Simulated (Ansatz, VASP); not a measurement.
## CoNiO2: VASP beside Ansatz

Contents of INCAR:

```
PREC = Accurate
ENCUT = 520
EDIFF = 1E-7
ISMEAR = -1
SIGMA = 0.05
LREAL = F
LASPH = T
NELM = 150
ALGO = Normal
ISIF = 2
LWAVE = F
LCHARG = F
LNONCOLLINEAR = T
MAGMOM = -0.218 -0.046 -0.642 0.56 -0.861 0.08 0 0 0 0 0 0
LORBIT = 11
LMAXMIX = 4
GGA = PS
NBANDS = 45
```

The input KPOINTS:

```
Automatic mesh
0
Gamma
  6 6 5
```

File POSCAR:

```
CoNiO2
1.0
    3.0143330000      0.0000000000      0.0000000000
    0.0000000000      3.0143330000      0.0000000000
    0.0000000000      0.0000000000      4.2222850000
Ni Co O
1 1 2
Direct
    0.0000000000      0.0000000000      0.0000000000
    0.5000000000      0.5000000000      0.5000000000
    0.0000000000      0.0000000000      0.5000000000
    0.5000000000      0.5000000000      0.0000000000
```

Contents of input.yaml:

```yaml
crystal:
  lattice:
    - [3.014333, 0.0, 0.0]
    - [0.0, 3.014333, 0.0]
    - [0.0, 0.0, 4.222285]
  atoms:
    - { symbol: Ni, position: [0.0, 0.0, 0.0], spin: 0.68, spin_axis: [-0.218, -0.046, -0.642] }
    - { symbol: Co, position: [0.5, 0.5, 0.5], spin: 1.03, spin_axis: [0.56, -0.861, 0.08] }
    - { symbol: O, position: [0.0, 0.0, 0.5] }
    - { symbol: O, position: [0.5, 0.5, 0.0] }
hamiltonian:
  xc: pbesol
  pseudopotentials: { kind: paw }
magnetization:
  noncollinear: true
  spin_orbit: false
kpoints:
  mp_grid: { grid: [6, 6, 5] }
scf:
  occupations: { method: fermi_dirac, width: 0.05 }
output:
  forces: true
  stress: true
  eigenvalues: true
```

Alike in both runs: task single point; functional PBEsol; k mesh 6 × 6 × 5; occupations fermi-dirac, width 0.05 eV; non-collinear spin.

|  | VASP | Ansatz |
| --- | --- | --- |
| version | VASP 6.6.1 | Ansatz 0.2.0 |
| potentials or method | VASP PAW PBE potentials, release 64 (Ni, Co, O) | Ansatz PAW |
| plane-wave cutoff (eV) | 520 | 420 |
| valence electrons in the cell | 31 | 47 |

VASP gave:

```
gap on the k mesh at the Fermi level (eV)                     : none
pressure (GPa)                                                : -13.5
traceless stress, the component that is largest in VASP (GPa) : 0.47
net moment per atom (μB)                                      : 1.05
size of the moment on the site where the two differ most (μB) : 0.24
```

Q: Estimate Ansatz's values.

A: gap on the k mesh at the Fermi level (eV): none; pressure (GPa): -13.0; traceless stress, the component that is largest in VASP (GPa): 0.76; net moment per atom (μB): 1.08; size of the moment on the site where the two differ most (μB): 0.51.

VASP's potentials were made for PBE, not for PBEsol. Site moments also hang on the region over which each program counts them. A gap of «none» marks a metal or a gap that the smearing closes. VASP's potentials hold 31 valence electrons a cell and Ansatz's 47, so a difference there can come from the potentials and not from the codes.
